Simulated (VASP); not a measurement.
# Pt (P2_1/m) in VASP: further runs

The runs below take Pt through single point, with PBEsol.

Program: VASP 6.6.1. These are calculated values, not measurements. Logs are shortened: lines on timing, memory, paths and dates and some standing lists are left out, and cuts for length are marked.

### 1 The cell of the first run

The structure is monoclinic, space group P2_1/m (No. 11). Conventional cell: a = 3.916 Å, b = 2.769 Å, c = 11.186 Å, α = 90.00°, β = 98.05°, γ = 90.00°. Pt (site symmetry m) has 2 Pt at 2.00 Å within 2.6 Å. Pt (site symmetry m) has 13 Pt at 2.77 to 3.63 Å within 3.7 Å. Within 3.6 Å of Pt (site symmetry m) lie 12 Pt at 2.77 Å. Pt (site symmetry m) has 12 Pt at 2.77 Å within 3.6 Å.

### 2 Single point, PBEsol (the part above a cut slid along it)

File INCAR:

```
SYSTEM = Pt
PREC = Accurate
ENCUT = 520
EDIFF = 1E-6
ISMEAR = 0
SIGMA = 0.15
LREAL = .FALSE.
LASPH = .TRUE.
NELM = 100
ALGO = Fast
ISIF = 2
LWAVE = .FALSE.
LCHARG = .TRUE.
GGA = PS
LELF = .TRUE.
LVHAR = .TRUE.
NBANDS = 50
```

File KPOINTS:

```
Automatic mesh
0
G
  12 17 5
  0 0 0
```

File POSCAR:

```
Pt
1.0
    3.9158000000      0.0000000000      0.0000000000
    0.0000000000      1.9579000000     -1.9579000000
    1.5663200000      7.8316000000      7.8316000000
Pt
8
Direct
   -0.3750000000      0.0000000000      0.9375000000
    0.4750000000      0.5000000000      0.0625000000
   -0.0750000000      0.0000000000      0.1875000000
    0.3750000000      0.5000000000      0.3125000000
   -0.1750000000      0.0000000000      0.4375000000
    0.2750000000      0.5000000000      0.5625000000
   -0.2750000000      0.0000000000      0.6875000000
    0.1750000000      0.5000000000      0.8125000000
```

Potentials or basis: VASP PAW PBE potentials, release 64 (Pt).

On the command line:

```bash
> cat potpaw_PBE.64/Pt/POTCAR > POTCAR
> mpirun -np 1 vasp_std > vasp.out
```

OUTCAR:

```text
SYSTEM = Pt
   PREC = Accurate
   ENCUT = 520
   EDIFF = 1E-6
   ISMEAR = 0
   LREAL = .FALSE.
   LASPH = .TRUE.
   NELM = 100
   ISIF = 2
   GGA = PS

 ion  position               nearest neighbor table
   1  0.625  0.000  0.938-   2 2.00   2 2.00   8 2.77   8 2.77   7 2.77   8 2.77   8 2.77   3 3.18

   2  0.475  0.500  0.062-   1 2.00   1 2.00   3 2.77   3 2.77   4 2.77   3 2.77   3 2.77   8 3.18

   3  0.925  0.000  0.188-   2 2.77   2 2.77   4 2.77   4 2.77   5 2.77   4 2.77   4 2.77   2 2.77
                             2 2.77   1 3.18
   4  0.375  0.500  0.312-   3 2.77   3 2.77   5 2.77   5 2.77   2 2.77   6 2.77   3 2.77   5 2.77
                             5 2.77   3 2.77
   5  0.825  0.000  0.438-   6 2.77   6 2.77   4 2.77   4 2.77   7 2.77   3 2.77   4 2.77   4 2.77
                             6 2.77   6 2.77
   6  0.275  0.500  0.562-   5 2.77   5 2.77   7 2.77   7 2.77   8 2.77   4 2.77   7 2.77   7 2.77
                             5 2.77   5 2.77
   7  0.725  0.000  0.688-   8 2.77   8 2.77   6 2.77   6 2.77   1 2.77   5 2.77   6 2.77   6 2.77
                             8 2.77   8 2.77
   8  0.175  0.500  0.812-   7 2.77   7 2.77   1 2.77   1 2.77   6 2.77   1 2.77   1 2.77   7 2.77
                             7 2.77   2 3.18

  LATTYP: Found a simple monoclinic cell.
 ALAT       =     3.9158000000
 B/A-ratio  =     0.7071067812
 C/A-ratio  =     2.8565713714
 COS(beta)  =    -0.1400280084

  Lattice vectors:

 A1 = (   3.9158000000,   0.0000000000,   0.0000000000)
 A2 = (   0.0000000000,  -1.9579000000,   1.9579000000)
 A3 = (  -1.5663200000,  -7.8316000000,  -7.8316000000)

Analysis of symmetry for initial positions (statically):
=====================================================================
 Subroutine PRICEL returns:
 Original cell was already a primitive cell.

 Routine SETGRP: Setting up the symmetry group for a
 simple monoclinic supercell.

 Subroutine GETGRP returns: Found  4 space group operations
 (whereof  2 operations were pure point group operations)
 out of a pool of  4 trial point group operations.

The static configuration has the point symmetry C_1h.
 The point group associated with its full space group is C_2h.

Analysis of symmetry for dynamics (positions and initial velocities):
=====================================================================
 Subroutine PRICEL returns:
 Original cell was already a primitive cell.

 Routine SETGRP: Setting up the symmetry group for a
 simple monoclinic supercell.

 Subroutine GETGRP returns: Found  4 space group operations
 (whereof  2 operations were pure point group operations)
 out of a pool of  4 trial point group operations.

The dynamic configuration has the point symmetry C_1h.
 The point group associated with its full space group is C_2h.

 Subroutine INISYM returns: Found  4 space group operations
 (whereof  2 operations are pure point group operations),
 and found     1 'primitive' translations

----------------------------------------------------------------------------------------

                                     Primitive cell

  volume of cell :     120.0858

  direct lattice vectors                    reciprocal lattice vectors
     3.915800000  0.000000000  0.000000000     0.255375658 -0.025537566 -0.025537566
     0.000000000  1.957900000 -1.957900000     0.000000000  0.255375658 -0.255375658
     1.566320000  7.831600000  7.831600000     0.000000000  0.063843914  0.063843914

  length of vectors
     3.915800000  2.768888734 11.185762176     0.257916771  0.361155718  0.090288930

  position of ions in fractional coordinates (direct lattice)
     0.625000000  0.000000000  0.937500000
     0.475000000  0.500000000  0.062500000
     0.925000000  0.000000000  0.187500000
     0.375000000  0.500000000  0.312500000
     0.825000000  0.000000000  0.437500000
     0.275000000  0.500000000  0.562500000
     0.725000000  0.000000000  0.687500000
     0.175000000  0.500000000  0.812500000

  ion indices of the primitive-cell ions
   primitive index   ion index
                 1           1
                 2           2
                 3           3
                 4           4
                 5           5
                 6           6
                 7           7
                 8           8

----------------------------------------------------------------------------------------

 KPOINTS: Automatic mesh

Automatic generation of k-mesh.
 Grid dimensions read from file:
 generate k-points for:   12   17    5

 Generating k-lattice:

  Cartesian coordinates                     Fractional coordinates (reciprocal lattice)
     0.021281305 -0.002128130 -0.002128130     0.083333333  0.000000000  0.000000000
     0.000000000  0.015022098 -0.015022098     0.000000000  0.058823529  0.000000000
     0.000000000  0.012768783  0.012768783     0.000000000  0.000000000  0.200000000

  Length of vectors
     0.021493064  0.021244454  0.018057786

  Shift w.r.t. Gamma in fractional coordinates (k-lattice)
     0.000000000  0.000000000  0.000000000

 Subroutine IBZKPT returns following result:
 ===========================================

 Found    279 irreducible k-points:

 Following reciprocal coordinates:
            Coordinates               Weight
  0.000000  0.000000  0.000000      1.000000
  0.083333  0.000000  0.000000      2.000000
  0.166667  0.000000  0.000000      2.000000
  0.250000  0.000000  0.000000      2.000000
  0.333333  0.000000 -0.000000      2.000000
  0.416667  0.000000  0.000000      2.000000
[... 16 lines left out ...]
  0.083333  0.176471  0.000000      4.000000
  0.166667  0.176471  0.000000      4.000000
 [... further k-points ...]
   k-points           NKPTS =    279   k-points in BZ     NKDIM =    279   number of bands    NBANDS=     50
   number of dos      NEDOS =    301   number of ions     NIONS =      8
   total plane-waves  NPLWV =  60480
   dimension x,y,z NGX =    30 NGY =   24 NGZ =   84
   dimension x,y,z NGXF=    60 NGYF=   48 NGZF=  168
   ions per type =               8
   NGX,Y,Z   is equivalent  to a cutoff of  12.74, 14.41, 12.48 a.u.
   NGXF,Y,Z  is equivalent  to a cutoff of  25.47, 28.82, 24.97 a.u.
 SYSTEM =  Pt
   PREC   = accura    normal or accurate (medium, high low for compatibility)
   ISTART =      0    job   : 0-new  1-cont  2-samecut
   ICHARG =      2    charge: 1-file 2-atom 10-const
   ISPIN  =      1    spin polarized calculation?
   LNONCOLLINEAR =      F non collinear calculations
   LSORBIT =      F    spin-orbit coupling
   LASPH  =      T    aspherical Exc in radial PAW
   ENCUT  =  520.0 eV  38.22 Ry    6.18 a.u.   7.28  5.15 20.80*2*pi/ulx,y,z
   NELM   =    100;   NELMIN=  2; NELMDL= -5     # of ELM steps
   EDIFF  = 0.1E-05   stopping-criterion for ELM
   LREAL  =      F    real-space projection
   EDIFFG = 0.1E-04   stopping-criterion for IOM
   NSW    =      0    number of steps for IOM
   IBRION =     -1    ionic relax: 0-MD 1-quasi-New 2-CG
   NFREE  =      0    steps in history (QN), initial steepest desc. (CG)
   ISIF   =      2    stress and relaxation
   ISYM   =      2    0-nonsym 1-usesym 2-fastsym
   POTIM  = 0.5000    time-step for ionic-motion
   TEBEG  =    0.0;   TEEND  =   0.0 temperature during run
   PSTRESS=    0.0 pullay stress
   NELECT =      80.0000    total number of electrons
   NUPDOWN=      -1.0000    fix difference up-down
   EMIN   =  10.00;   EMAX   =-10.00  energy-range for DOS
   EFERMI =   0.00;   METHOD = LEGACY
   ISMEAR =     0;   SIGMA  =   0.15  broadening in eV -4-tet -1-fermi 0-gaus
   EFERMI_NEDOS =   21; number of points for ismear=-14 and -15
   IALGO  =     68    algorithm
   IMIX   =      4    mixing-type and parameters
     AMIX     =   0.40;   BMIX     =  1.00
     AMIX_MAG =   1.60;   BMIX_MAG =  1.00
  volume/ion in A,a.u.               =      15.01       101.30
  Fermi-wavevector in a.u.,A,eV,Ry     =   1.429797  2.701924 27.814648  2.044319
  Thomas-Fermi vector in A             =   2.549712
   LORBIT       =      0    0 simple, 1 ext, 2 COOP (PROOUT), +10 PAW based schemes
   GGA     = PS    functional components
   LHFCALC =     F    Hartree Fock is set to
   AEXX    =    0.0000 exact exchange contribution
   IVDW    =     0    specifies the selected vdW correction
   LEPSILON=     F    determine dielectric tensor
   LRPA    =     F    only Hartree local field effects (RPA)
 non-spin polarized calculation
 RMM-DIIS sequential band-by-band and
 Gauss-broadening in eV      SIGMA  =   0.15
  energy-cutoff  :      520.00
  volume of cell :      120.09
 maximum number of plane-waves:      3267
 NGX is ok and might be reduce to    30
   NGX = 15   NGY = 11   NGZ = 41

 number of electron      80.0000001 magnetization

 Free energy of the ion-electron system (eV)
  ---------------------------------------------------
  ext. energy  EPLUGINS =         0.00000000
  ---------------------------------------------------
  free energy    TOTEN  =       -47.28739317 eV

  energy without entropy =      -47.14979773  energy(sigma->0) =      -47.21859545

 E-fermi :  11.3693     XC(G=0): -13.5642

 val. band max:       11.3690612961   @ k =   0.1667   0.2941   0.2000
 cond. band min:      11.3696109818   @ k =   0.1667   0.0000   0.4000
 fundamental gap:      0.0005496858
 Fermi energy:        11.3693143575

 k-point     1 :       0.0000    0.0000    0.0000
  band No.  band energies     occupation
      1       0.3952      2.00000
      2       0.6731      2.00000
      3       2.1823      2.00000
      4       2.4828      2.00000
      5       2.4899      2.00000
      6       3.6903      2.00000
[... 42 lines left out ...]
     49      17.3196      0.00000
     50      20.2898      0.00000

 k-point     2 :       0.0833    0.0000    0.0000
  band No.  band energies     occupation
      1       0.3951      2.00000
      2       0.7496      2.00000
      3       2.1873      2.00000
      4       2.4798      2.00000
      5       2.5967      2.00000
      6       3.7226      2.00000
[... 1158 lines left out ...]
 k-point    24 :       0.1667    0.1765    0.0000
  band No.  band energies     occupation
      1       1.3201      2.00000
      2       1.8199      2.00000
      3       2.1672      2.00000
      4       3.1221      2.00000
      5       3.7126      2.00000
      6       4.0630      2.00000
[... 42 lines left out ...]
     49      18.2969      0.00000
     50      18.8425      0.00000

 [... further k-points ...]
[... 5 lines left out ...]
  --------------------------------------------------------------------------------------
  -------------------------------------------------------------------------------------
  Total        3.2949734     40.2649509     40.2649509     -7.0147991     -1.2465099     -7.0148012
  in kB       43.9613470    537.2126798    537.2126798    -93.5910494    -16.6308638    -93.5910776
  external PRESSURE =     372.7955688 kB  Pullay stress =       0.0000000 kB

 VOLUME and BASIS-vectors are now :
 -----------------------------------------------------------------------------
  energy-cutoff  :      520.00
  volume of cell :      120.09
      direct lattice vectors                 reciprocal lattice vectors
     3.915800000  0.000000000  0.000000000     0.255375658 -0.025537566 -0.025537566
     0.000000000  1.957900000 -1.957900000     0.000000000  0.255375658 -0.255375658
     1.566320000  7.831600000  7.831600000     0.000000000  0.063843914  0.063843914

 POSITION                                       TOTAL-FORCE (eV/Angst)
 -----------------------------------------------------------------------------------
      3.91580      7.34213      7.34213         7.082713    -18.313699    -18.313699
      1.95790      1.46842     -0.48947        -7.082713     18.313699     18.313699
      3.91580      1.46842      1.46842         0.142540      0.069141      0.069141
      1.95790      3.42633      1.46843        -0.039975      0.032766      0.032766
      3.91580      3.42632      3.42632        -0.034934      0.142525      0.142525
      1.95790      5.38422      3.42632         0.034934     -0.142525     -0.142525
      3.91580      5.38422      5.38422         0.039975     -0.032766     -0.032766
      1.95790      7.34213      5.38422        -0.142540     -0.069141     -0.069141
 -----------------------------------------------------------------------------------
    total drift:                               -0.000000      0.000000     -0.000000

  FREE ENERGIE OF THE ION-ELECTRON SYSTEM (eV)
  ---------------------------------------------------
  free  energy   TOTEN  =       -47.2873931685 eV

  energy  without entropy=      -47.1497977267  energy(sigma->0) =      -47.21859545
```

Wall time 53 min (1 thread of Oxide Virtual Turin-like, shared host); peak memory 1 GiB.

What came out:

* Free energy: -47.2874 eV
* Pressure: 37.3 GPa
* Largest force: 26.850 eV/Å
* Band gap on the k mesh: zero (bands 40 and 41 overlap by 0.97 eV)

Forces in eV/Å, atoms in the order of the input:
```
Pt    7.083 -18.314 -18.314
Pt   -7.083  18.314  18.314
Pt    0.143   0.069   0.069
Pt   -0.040   0.033   0.033
Pt   -0.035   0.143   0.143
Pt    0.035  -0.143  -0.143
Pt    0.040  -0.033  -0.033
Pt   -0.143  -0.069  -0.069
```

Caveat: the cell differs from its parent crystal (the part above a cut slid along it); the stress differs along the axes, from 4 to 54 GPa; the PAW data sets were made with another functional, which shifts forces and pressure a little; spin-orbit coupling is left out, which moves the levels of the heavy elements.

### 3 Single point, PBEsol (the part above a cut slid along it)

File INCAR:

```
SYSTEM = Pt
ALGO     = Fast           ! electronic algorithm
EDIFF    = 1E-7           ! SCF threshold, eV
ENCUT    = 520            ! plane-wave cutoff, eV
GGA      = PS             ! functional
ISIF     = 2              ! what is computed and relaxed
ISMEAR   = 0              ! smearing method
LASPH    = .TRUE.         ! aspherical terms in the spheres
LCHARG   = .FALSE.        ! write CHGCAR
LREAL    = .FALSE.        ! projectors in reciprocal space
LWAVE    = .FALSE.        ! write WAVECAR
NBANDS   = 50             ! bands
NELM     = 60             ! most SCF steps
PREC     = Accurate       ! precision mode
SIGMA    = 0.15           ! smearing width, eV
```

File KPOINTS:

```
k-points
0
G
  12 17 5
  0 0 0
```

File POSCAR:

```
Pt
1.0
    3.9158000000      0.0000000000      0.0000000000
    0.0000000000      1.9579000000     -1.9579000000
    1.1747400000      7.8316000000      7.8316000000
Pt
8
Direct
   -0.2812500000      0.0000000000      0.9375000000
    0.4812500000      0.5000000000      0.0625000000
   -0.0562500000      0.0000000000      0.1875000000
    0.4062500000      0.5000000000      0.3125000000
   -0.1312500000      0.0000000000      0.4375000000
    0.3312500000      0.5000000000      0.5625000000
   -0.2062500000      0.0000000000      0.6875000000
    0.2562500000      0.5000000000      0.8125000000
```

Potentials or basis: VASP PAW PBE potentials, release 64 (Pt).

On the command line:

```bash
> cat potpaw_PBE.64/Pt/POTCAR > POTCAR
> mpirun -np 1 vasp_std > vasp.out
```

Wall time 57 min (1 thread of AMD EPYC 9755, shared host); peak memory 1 GiB.

Results (log left out):

- Free energy: -50.6457 eV
- Pressure: 25.3 GPa
- Largest force: 18.550 eV/Å
- Band gap on the k mesh: zero (bands 40 and 41 overlap by 0.80 eV)

Forces in eV/Å, atoms in the order of the input:
```
Pt    9.210 -11.386 -11.386
Pt   -9.210  11.386  11.386
Pt    0.217   0.027   0.027
Pt   -0.100   0.019   0.019
Pt   -0.079   0.091   0.091
Pt    0.079  -0.091  -0.091
Pt    0.100  -0.019  -0.019
Pt   -0.217  -0.027  -0.027
```

Stress tensor (GPa, compression positive):
```
 10.94 -12.43 -12.43
-12.43  32.49  -0.67
-12.43  -0.67  32.49
```

Levels at points of the mesh, in eV from the Fermi level:
| k point | band 37 | band 38 | band 39 | band 40 | band 41 | band 42 | band 43 | band 44 |
| --- | --- | --- | --- | --- | --- | --- | --- | --- |
| (0.00, 0.00, 0.00) | -1.03 | -0.84 | -0.47 | -0.25 | 0.07 | 0.29 | 1.19 | 1.49 |
| (0.50, 0.00, 0.00) | -0.81 | -0.48 | -0.31 | -0.27 | -0.22 | -0.15 | -0.09 | -0.05 |

Caveat: the cell differs from its parent crystal (the part above a cut slid along it); the stress differs along the axes, from 11 to 32 GPa; the PAW data sets were made with another functional, which shifts forces and pressure a little; spin-orbit coupling is left out, which moves the levels of the heavy elements.
